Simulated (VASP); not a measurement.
Here is a VASP 6.6.1 calculation.

Contents of POSCAR:

```
BaTiO3
1.0
    2.8400536833      1.6397057586      2.3314328269
   -2.8400536833      1.6397057586      2.3314328269
    0.0000000000     -3.2794115171      2.3314328269
Ba Ti O
1 1 3
Direct
   -0.0222352749     -0.0222352749     -0.0222352749
    0.5162478494      0.5162478494      0.5162478494
    0.4897536543      0.4897536543      0.9801597377
    0.4897536543      0.9801597377      0.4897536543
    0.9801597377      0.4897536543      0.4897536543
```

The input INCAR.step1:

```
SYSTEM = BaTiO3
PREC = Accurate
ENCUT = 1480
ISMEAR = 0
SIGMA = 0.05
LREAL = .False.
LASPH = .True.
NELM = 120
NBANDS = 28
GGA = PE
ALGO = Normal
EDIFF = 1E-5
LWAVE = .True.
LCHARG = .False.
GGA_COMPAT = .False.
```

The input INCAR.step2:

```
SYSTEM = BaTiO3
PREC = Accurate
ENCUT = 1480
EDIFF = 1E-6
ISMEAR = 0
SIGMA = 0.05
LREAL = .False.
LASPH = .True.
NELM = 120
ALGO = Normal
ISIF = 2
LWAVE = .False.
LCHARG = .False.
METAGGA = R2SCAN
LMIXTAU = .True.
NBANDS = 28
ISTART = 1
GGA_COMPAT = .False.
```

KPOINTS

```
regular mesh
0
Gamma
  6 6 6
  0 0 0
```

Potentials or basis: VASP PAW PBE potentials, release 64 (Ba_sv, Ti_sv, O_h).

Launch:

```sh
$ cat potpaw_PBE.64/Ba_sv/POTCAR potpaw_PBE.64/Ti_sv/POTCAR potpaw_PBE.64/O_h/POTCAR > POTCAR
$ cp INCAR.step1 INCAR
$ mpirun -np 1 vasp_std > vasp.out
$ cp INCAR.step2 INCAR
$ mpirun -np 1 vasp_std > vasp.out
```

**Question.** Predict the pressure.

**Answer.** 2.3 GPa.

**Question.** What does it give for the largest force?

**Answer.** 1.170 eV/Å.

**Question.** Estimate the band gap on the k mesh.

**Answer.** 2.83 eV (least direct gap 3.29 eV).

Stress tensor (GPa, compression positive):
```
1.83 0.00 0.00
0.00 1.83 0.00
0.00 0.00 3.12
```

Caveat: the cell differs from its parent crystal (all Ba atoms moved +0.175 Å, as atom 1 towards its neighbour atom 2 (Ti) at 3.403 Å); the PAW data sets were made with another functional, which shifts forces and pressure a little; spin-orbit coupling is left out, which moves the levels of the heavy elements. A k mesh can miss the band edges.
